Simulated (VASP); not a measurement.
Zn4SeS3: relaxation of the atoms with PBE

Zn4SeS3:

```
Zn Se S
1.0
     5.40298    0.00000    0.00000
     0.00000    5.40298    0.00000
     0.00000    0.00000    5.40298
Zn Se S
4 1 3
Direct
  0.74361 0.74361 0.74361
  0.74361 0.25639 0.25639
  0.25639 0.74361 0.25639
  0.25639 0.25639 0.74361
  0.00000 0.00000 0.00000
  0.50000 0.50000 0.00000
  0.50000 0.00000 0.50000
  0.00000 0.50000 0.50000
```

| Property | Result |
| --- | --- |
| Program | VASP 6.6.1 |
| Task | relaxation of the atoms |
| Functional | PBE |
| Potentials or basis | VASP PAW PBE potentials, release 64 (Zn, Se, S) |
| Cutoff | 520 eV |
| k mesh | 6 × 6 × 6 |
| Occupations | gaussian, width 0.02 eV |
| Spin | no spin polarisation |
| Dipole correction | no |
| Further INCAR settings | ALGO = Normal; EDIFF = 1e-06; IBRION = 2; EDIFFG = -0.01; NSW = 50 |

The energy gained by relaxing is 0.0 meV/atom. The ionic steps are 3, the pressure after relaxing is 4.9 GPa and the band gap on the k mesh is 1.98 eV.

The path:
| step | energy change (eV) | largest force (eV/Å) | pressure (GPa) |
| --- | --- | --- | --- |
| 1 | 0.0000 | 0.0384 | 4.89 |
| 2 | -0.0002 | 0.0178 | 4.90 |
| 3 | -0.0003 | 0.0003 | 4.90 |

Final structure:
```yaml
crystal:
  lattice:
    - [5.40298, 0.00000, 0.00000]
    - [0.00000, 5.40298, 0.00000]
    - [0.00000, 0.00000, 5.40298]
  atoms:
    - { symbol: Zn, position: [0.74324, 0.74324, 0.74324] }
    - { symbol: Zn, position: [0.74324, 0.25676, 0.25676] }
    - { symbol: Zn, position: [0.25676, 0.74324, 0.25676] }
    - { symbol: Zn, position: [0.25676, 0.25676, 0.74324] }
    - { symbol: Se, position: [0.00000, 0.00000, 0.00000] }
    - { symbol: S, position: [0.50000, 0.50000, 0.00000] }
    - { symbol: S, position: [0.50000, 0.00000, 0.50000] }
    - { symbol: S, position: [0.00000, 0.50000, 0.50000] }
```

Levels at points of the mesh, in eV from the valence-band top:
```
           k point  band 32  band 33  band 34  band 35  band 36  band 37  band 38  band 39  band 40  band 41
(0.00, 0.00, 0.00)    -2.27    -2.27     0.00     0.00     0.00     1.98     2.98     3.31     3.31     3.88
(0.50, 0.00, 0.00)    -2.56    -1.52    -1.52    -1.15    -1.15     4.16     4.26     4.50     4.55     5.59
(0.50, 0.50, 0.00)    -2.46    -1.25    -1.10    -0.80    -0.80     4.60     4.60     4.84     4.85     6.21
(0.50, 0.50, 0.50)    -1.08    -1.08    -0.64    -0.64    -0.64     3.09     3.09     3.09     3.35     6.64
```

Wall time 61 s on 4 MPI ranks on Intel(R) Xeon(R) Platinum 8259CL CPU @ 2.50GHz (Skylake/Cascade Lake), with other jobs on the host, peak memory 0.32 GiB a rank.
